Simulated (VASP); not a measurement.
SnO2 (rutile type), 6 atoms in the cell. The structure is tetragonal, space group P4_2/mnm (No. 136). Conventional cell: a = 4.722 Å, b = 4.722 Å, c = 3.190 Å, α = 90.00°, β = 90.00°, γ = 90.00°. Sn (site symmetry mmm) has 6 O at 2.04 to 2.05 Å within 2.7 Å. O (site symmetry m2m) has 3 Sn at 2.04 to 2.05 Å and 1 O at 2.59 Å within 2.7 Å. 

- Program: VASP 6.6.1
- Task: single point
- Functional: LDA
- Potentials or basis: VASP PAW LDA potentials, release 64 (Sn_d, O)
- Cutoff: 520 eV
- k mesh: 8 × 8 × 11
- Occupations: fermi-dirac, width 0.08 eV
- Spin: no spin polarisation
- Dipole correction: no
- Further INCAR settings: ALGO = Normal; EDIFF = 1e-06; NBANDS = 35

Potentials or basis: VASP PAW LDA potentials, release 64 (Sn_d, O).

Launch:

```console
$ cat potpaw_LDA.64/Sn_d/POTCAR potpaw_LDA.64/O/POTCAR > POTCAR
$ mpirun -np 1 vasp_std > vasp.out
```

Hardware: 1 thread of Oxide Virtual Turin-like Processor, with other jobs on the host.

Q: How long does it take, and how much memory?

A: It took 5 min on 1 thread of Oxide Virtual Turin-like Processor (shared host), peak memory 0.24 GiB. Counts: scf iterations 14, k points 90.
